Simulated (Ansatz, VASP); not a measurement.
## Ca in VASP and in Ansatz

Contents of INCAR:

```
PREC = Accurate
ENCUT = 520
EDIFF = 1E-6
ISMEAR = 0
SIGMA = 0.1
LREAL = F
LASPH = T
NELM = 80
ALGO = Fast
ISIF = 2
LWAVE = F
LCHARG = F
GGA = RP
NBANDS = 11
```

File KPOINTS:

```
regular mesh
0
Gamma
  4 4 4
```

POSCAR

```
Ca
1.0
    3.4886563400      0.0000000000      0.0000000000
    0.0000000000      3.4886563400      0.0000000000
    0.0000000000      0.0000000000      3.4886563400
Ca
1
Direct
    0.6790000000      0.1020000000      0.4920000000
```

Input for Ansatz:

```yaml
crystal:
  lattice:
    - [3.48865634, 0.0, 0.0]
    - [0.0, 3.48865634, 0.0]
    - [0.0, 0.0, 3.48865634]
  atoms:
    - { symbol: Ca, position: [0.679, 0.102, 0.492] }
  symmetry: { detect: true }
basis:
  ecutwfc: 420
  ecutrho_ratio: 12
kpoints:
  mp_grid: { grid: [4, 4, 4] }
hamiltonian:
  xc: rpbe
scf:
  occupations: { method: gaussian, width: 0.1 }
  max_iter: 40
output:
  forces: true
  stress: true
  eigenvalues: true
```

Alike in both runs: task single point; functional RPBE; k mesh 4 × 4 × 4; occupations gaussian, width 0.1 eV; no spin polarisation.

```csv
,VASP,Ansatz
version,VASP 6.6.1,Ansatz 0.2.0
potentials or method,"VASP PAW PBE potentials, release 64 (Ca_sv), cutoff 520 eV","scalar-relativistic, plane waves, PAW"
valence electrons in the cell,10,10
```

```tsv
	VASP	Ansatz	Ansatz less VASP
gap on the k mesh at the Fermi level (eV)	none	none	-
pressure (GPa)	1.9	1.9	-0.01
```

VASP's potentials were made for PBE, not for RPBE. A gap of «none» marks a metal or a gap that the smearing closes.

The k mesh is coarse, so the values compare programs but aren't converged.
